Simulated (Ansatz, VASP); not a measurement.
Given: the input of a run of Ansatz 0.2.0 on HgTe.

input.yaml

```yaml
crystal:
  lattice:
    - [0.0, 3.2145, 3.246645]
    - [3.2145, 0.0, 3.246645]
    - [3.2145, 3.2145, 0.0]
  atoms:
    - { symbol: Hg, position: [0.0, 0.0, 0.0] }
    - { symbol: Te, position: [0.75, 0.75, 0.75] }
hamiltonian:
  xc: pbesol
  pseudopotentials: { kind: paw }
kpoints:
  mp_grid: { grid: [6, 6, 6] }
scf:
  occupations: { method: fermi_dirac, width: 0.05 }
output:
  forces: true
  stress: true
  eigenvalues: true
```

Potentials or basis: Ansatz PAW.

Command:

```bash
$ ansatz run input.yaml --threads 2 --pin off --max-ram 5632MiB --backend cpu --events-out ev --progress --plain --runs-dir out
```

Task: Translate it to VASP 6.6.1. Potentials there: VASP PAW PBE potentials, release 64 (Hg, Te).

Result: As run (the cutoff follows the program's own potentials):

INCAR

```
ALGO     = Normal         # electronic algorithm
EDIFF    = 1E-7           # SCF threshold, eV
ENCUT    = 520            # plane-wave cutoff, eV
GGA      = PS             # functional
ISIF     = 2              # what is computed and relaxed
ISMEAR   = -1             # smearing method
LASPH    = T              # aspherical terms in the spheres
LCHARG   = F              # write CHGCAR
LREAL    = F              # projectors in reciprocal space
LWAVE    = F              # write WAVECAR
NBANDS   = 16             # bands
NELM     = 100            # most SCF steps
PREC     = Accurate       # precision mode
SIGMA    = 0.05           # smearing width, eV
```

KPOINTS

```
k-points
0
Gamma
  6 6 6
```

The input POSCAR:

```
HgTe
1.0
    0.0000000000      3.2145000000      3.2466450000
    3.2145000000      0.0000000000      3.2466450000
    3.2145000000      3.2145000000      0.0000000000
Hg Te
1 1
Direct
    0.0000000000      0.0000000000      0.0000000000
    0.7500000000      0.7500000000      0.7500000000
```

Potentials or basis: VASP PAW PBE potentials, release 64 (Hg, Te).

Command:

```bash
$ cat potpaw_PBE.64/Hg/POTCAR potpaw_PBE.64/Te/POTCAR > POTCAR
$ mpirun -np 1 vasp_std > vasp.out
```

Both were run:

|  | VASP | Ansatz | Ansatz less VASP |
| --- | --- | --- | --- |
| gap on the k mesh at the Fermi level (eV) | none | none | - |
| pressure (GPa) | 1.4 | 1.3 | -0.12 |
| traceless stress, the component that is largest in VASP (GPa) | -0.10 | -0.09 | +0.001 |

VASP's potentials were made for PBE, not for PBEsol. A gap of «none» marks a metal or a gap that the smearing closes. VASP's potentials hold 18 valence electrons a cell and Ansatz's 36, so a difference there can come from the potentials and not from the codes.

Neither program's run includes spin-orbit coupling.
